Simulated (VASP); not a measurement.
# CdSb2C (I-42d) in VASP: notebook, part 2 of 2

VASP 6.6.1.

## 4. Single point, PBE (23.57 Å³/atom)

This run uses another cell than the first one, of 23.57 Å³/atom.

The input, INCAR:

```
ALGO     = Normal         # electronic algorithm
EDIFF    = 1E-6           # SCF threshold, eV
ENCUT    = 700            # plane-wave cutoff, eV
GGA      = PE             # functional
GGA_COMPAT= F            
ISIF     = 2              # what is computed and relaxed
ISMEAR   = -1             # smearing method
LASPH    = T              # aspherical terms in the spheres
LCHARG   = F              # write CHGCAR
LREAL    = F              # projectors in reciprocal space
LWAVE    = F              # write WAVECAR
NBANDS   = 64             # bands
NELM     = 120            # most SCF steps
PREC     = Accurate       # precision mode
SIGMA    = 0.02           # smearing width, eV
```

The input, KPOINTS:

```
k-points
0
Gamma
  6 6 6
```

The input, POSCAR:

```
CdSb2C
1.0
   -3.0411712996      3.0411712996      5.0963716763
    3.0411712996     -3.0411712996      5.0963716763
    3.0411712996      3.0411712996     -5.0963716763
Cd Sb C
2 4 2
Direct
    0.0000000000      0.0000000000      0.0000000000
    0.7500000000      0.2500000000      0.5000000000
    0.3750000000      0.4524834671      0.5774834671
    0.2024834671      0.6250000000      0.0774834671
    0.8750000000      0.7975165329      0.4225165329
    0.5475165329      0.1250000000     -0.0774834671
    0.5000000000      0.5000000000      0.0000000000
    0.2500000000      0.7500000000      0.5000000000
```

Potentials or basis: VASP PAW PBE potentials, release 64 (Cd_sv_GW, Sb_d_GW, C).

Launch:

```console
$ cat potpaw_PBE.64/Cd_sv_GW/POTCAR potpaw_PBE.64/Sb_d_GW/POTCAR potpaw_PBE.64/C/POTCAR > POTCAR
$ mpirun -np 1 vasp_std > vasp.out
```

OUTCAR:

```text
EDIFF = 1E-6
   ENCUT = 700
   GGA = PE
   ISIF = 2
   ISMEAR = -1
   LASPH = T
   LREAL = F
   NELM = 120
   PREC = Accurate

 ion  position               nearest neighbor table
   1  0.000  0.000  0.000-   3 2.81   4 2.81   6 2.81   5 2.81
   2  0.750  0.250  0.500-   4 2.81   3 2.81   5 2.81   6 2.81
   3  0.375  0.452  0.577-   7 2.24   8 2.24   2 2.81   1 2.81
   4  0.202  0.625  0.077-   7 2.24   8 2.24   1 2.81   2 2.81
   5  0.875  0.798  0.423-   7 2.24   8 2.24   1 2.81   2 2.81
   6  0.548  0.125  0.923-   7 2.24   8 2.24   2 2.81   1 2.81
   7  0.500  0.500  0.000-   3 2.24   4 2.24   5 2.24   6 2.24
   8  0.250  0.750  0.500-   3 2.24   4 2.24   5 2.24   6 2.24

  LATTYP: Found a body centered tetragonal cell.
 ALAT       =     6.0823425992
 C/A-ratio  =     1.6757923754

  Lattice vectors:

 A1 = (  -3.0411712996,   3.0411712996,   5.0963716763)
 A2 = (   3.0411712996,  -3.0411712996,   5.0963716763)
 A3 = (   3.0411712996,   3.0411712996,  -5.0963716763)

Analysis of symmetry for initial positions (statically):
=====================================================================
 Subroutine PRICEL returns:
 Original cell was already a primitive cell.

 Routine SETGRP: Setting up the symmetry group for a
 body centered tetragonal supercell.

 Subroutine GETGRP returns: Found  8 space group operations
 (whereof  4 operations were pure point group operations)
 out of a pool of 16 trial point group operations.

The static configuration has the point symmetry S_4 .
 The point group associated with its full space group is D_2d.

Analysis of symmetry for dynamics (positions and initial velocities):
=====================================================================
 Subroutine PRICEL returns:
 Original cell was already a primitive cell.

 Routine SETGRP: Setting up the symmetry group for a
[... 142 lines left out ...]
  Thomas-Fermi vector in A             =   2.486345
   LORBIT       =      0    0 simple, 1 ext, 2 COOP (PROOUT), +10 PAW based schemes
   GGA     = PE    functional components
   LHFCALC =     F    Hartree Fock is set to
   AEXX    =    0.0000 exact exchange contribution
   IVDW    =     0    specifies the selected vdW correction
   LEPSILON=     F    determine dielectric tensor
   LRPA    =     F    only Hartree local field effects (RPA)
 non-spin polarized calculation
  energy-cutoff  :      700.00
  volume of cell :      188.54
 maximum number of plane-waves:      7974
 NGX is ok and might be reduce to    60
   NGX = 29   NGY = 29   NGZ = 29

 number of electron     108.0000000 magnetization

 Free energy of the ion-electron system (eV)
  ---------------------------------------------------
  ext. energy  EPLUGINS =         0.00000000
  ---------------------------------------------------
  free energy    TOTEN  =       -31.03818720 eV

  energy without entropy =      -31.03810439  energy(sigma->0) =      -31.03814579

 E-fermi :   5.1184     XC(G=0): -10.0303

 val. band max:        5.0039401556   @ k =  -0.3333   0.3333   0.3333
 cond. band min:       5.1818698810   @ k =   0.0000   0.0000   0.0000
 fundamental gap:      0.1779297254
 Fermi energy:         5.1184478598

 k-point     1 :       0.0000    0.0000    0.0000
  band No.  band energies     occupation
      1     -97.7592      2.00000
      2     -97.7591      2.00000
      3     -58.8330      2.00000
      4     -58.8326      2.00000
      5     -58.7867      2.00000
      6     -58.7867      2.00000
[... 1597 lines left out ...]
     63       9.5547      0.00000
     64       9.9481      0.00000

 [... further k-points ...]

------------------------ aborting loop because EDIFF is reached ----------------------------------------

  FORCE on cell =-STRESS in cart. coord.  units (eV):
  Direction    XX          YY          ZZ          XY          YZ          ZX
  --------------------------------------------------------------------------------------
  -------------------------------------------------------------------------------------
  Total        2.5492950      2.5492950      2.1341882      0.0000000      0.0000000      0.0000000
  in kB       21.6634598     21.6634598     18.1359553      0.0000000      0.0000000      0.0000000
  external PRESSURE =      20.4876250 kB  Pullay stress =       0.0000000 kB

 VOLUME and BASIS-vectors are now :
 -----------------------------------------------------------------------------
  energy-cutoff  :      700.00
  volume of cell :      188.54
      direct lattice vectors                 reciprocal lattice vectors
    -3.041171300  3.041171300  5.096371676     0.000000000  0.164410338  0.098109014
     3.041171300 -3.041171300  5.096371676     0.164410338  0.000000000  0.098109014
     3.041171300  3.041171300 -5.096371676     0.164410338  0.164410338  0.000000000

 POSITION                                       TOTAL-FORCE (eV/Angst)
 -----------------------------------------------------------------------------------
      0.00000      0.00000      0.00000        -0.000000      0.000000     -0.000000
      0.00000      3.04117      2.54819        -0.000000     -0.000000     -0.000000
      1.99187      1.52059      1.27409        -0.046476      0.000000     -0.000000
      1.52059     -1.04930      3.82228         0.000000     -0.046476     -0.000000
      1.04930      1.52059      6.37046         0.046476     -0.000000     -0.000000
      1.52059      4.09048     -1.27409        -0.000000      0.046476     -0.000000
      0.00000      0.00000      5.09637         0.000000      0.000000     -0.000000
      3.04117      0.00000      2.54819        -0.000000      0.000000      0.000000
 -----------------------------------------------------------------------------------
    total drift:                                0.000001      0.000001      0.000002

  FREE ENERGIE OF THE ION-ELECTRON SYSTEM (eV)
  ---------------------------------------------------
  free  energy   TOTEN  =       -31.0381872004 eV

  energy  without entropy=      -31.0381043891  energy(sigma->0) =      -31.03814579
```

OSZICAR:

```text
N       E                     dE             d eps       ncg     rms          rms(c)
DAV:   1     0.226507721431E+04    0.22651E+04   -0.42075E+04  6560   0.184E+04
DAV:   2     0.748946397707E+03   -0.15161E+04   -0.14439E+04  6360   0.406E+03
DAV:   3     0.164719748246E+03   -0.58423E+03   -0.55975E+03  7400   0.838E+02
DAV:   4     0.108372420430E+02   -0.15388E+03   -0.15082E+03  7312   0.481E+02
DAV:   5    -0.262715422654E+02   -0.37109E+02   -0.36746E+02  7640   0.299E+02    0.344E+01
DAV:   6    -0.293967834383E+02   -0.31252E+01   -0.68348E+01  7592   0.134E+02    0.238E+01
DAV:   7    -0.308572711164E+02   -0.14605E+01   -0.15427E+01  7672   0.488E+01    0.129E+01
DAV:   8    -0.310982841494E+02   -0.24101E+00   -0.27348E+00  7640   0.228E+01    0.325E+00
DAV:   9    -0.310261021066E+02    0.72182E-01   -0.71835E-01  7672   0.124E+01    0.110E+00
DAV:  10    -0.310434179775E+02   -0.17316E-01   -0.16661E-01  7664   0.402E+00    0.125E+00
DAV:  11    -0.310375973171E+02    0.58207E-02   -0.41525E-02  7672   0.246E+00    0.370E-01
DAV:  12    -0.310382545442E+02   -0.65723E-03   -0.12061E-02  7504   0.100E+00    0.140E-01
DAV:  13    -0.310382885515E+02   -0.34007E-04   -0.10894E-03  7680   0.410E-01    0.150E-01
DAV:  14    -0.310381709130E+02    0.11764E-03   -0.35260E-04  7592   0.249E-01    0.286E-02
DAV:  15    -0.310381871559E+02   -0.16243E-04   -0.20750E-04  6480   0.976E-02    0.193E-02
DAV:  16    -0.310381871995E+02   -0.43554E-07   -0.18050E-05  5456   0.739E-02    0.585E-03
DAV:  17    -0.310381872004E+02   -0.92405E-09   -0.25864E-06  3360   0.297E-02
   1 F= -.31038187E+02 E0= -.31038146E+02  d E =-.828113E-04
```

Wall time 24 min (1 thread of Intel Xeon Platinum 8259CL at 2.50GHz (Skylake/Cascade Lake), shared host); peak memory 0.87 GiB.

What came out:

```
Free energy            : -31.0382 eV
Pressure               : 2.0 GPa
Largest force          : 0.046 eV/Å
Band gap on the k mesh : 0.18 eV (least direct gap 0.28 eV)
```

Forces on the atoms (eV/Å):
```
Cd   0.000  0.000  0.000
Cd   0.000  0.000  0.000
Sb  -0.046  0.000  0.000
Sb   0.000 -0.046  0.000
Sb   0.046  0.000  0.000
Sb   0.000  0.046  0.000
C    0.000  0.000  0.000
C    0.000  0.000  0.000
```

Caveat: semilocal functionals underestimate gaps, and a narrow one can read as zero; spin-orbit coupling is left out, which moves the levels of the heavy elements. A k mesh can miss the band edges.

## 5. Overview

```csv
level,potentials or basis,cell,cutoff (eV),gap on the mesh (eV),pressure (GPa),largest force (eV/Å)
PBE,"VASP PAW PBE potentials, release 64 (Cd, Sb, C)","a = 6.869 Å, angles 125.7, 125.7, 80.3°, 8 atoms, atomic positions A",520,0.18,-3.0,0.07
r2SCAN,"VASP PAW PBE potentials, release 64 (Cd, Sb, C)","a = 6.555 Å, angles 125.9, 125.9, 80.1°, 8 atoms, atomic positions B",520,0.22,5.2,0.14
PBE,"VASP PAW PBE potentials, release 64 (Cd_sv_GW, Sb_d_GW, C)","a = 6.669 Å, angles 125.7, 125.7, 80.3°, 8 atoms, atomic positions A",700,0.18,2.0,0.05
```

Alike in all rows: task single point; no spin polarisation; k mesh 6 × 6 × 6; smearing fermi-dirac 0.02 eV.

Caveats: semilocal functionals underestimate gaps, and a narrow one can read as zero; spin-orbit coupling is left out, which moves the levels of the heavy elements; the cell stands under tension (at least some runs); the cell stands under pressure (at least some runs); the PAW data sets were made with another functional, which shifts forces and pressure a little (at least some runs).

Total energies depend on the potentials used, so only differences within one code and one set of settings carry meaning.
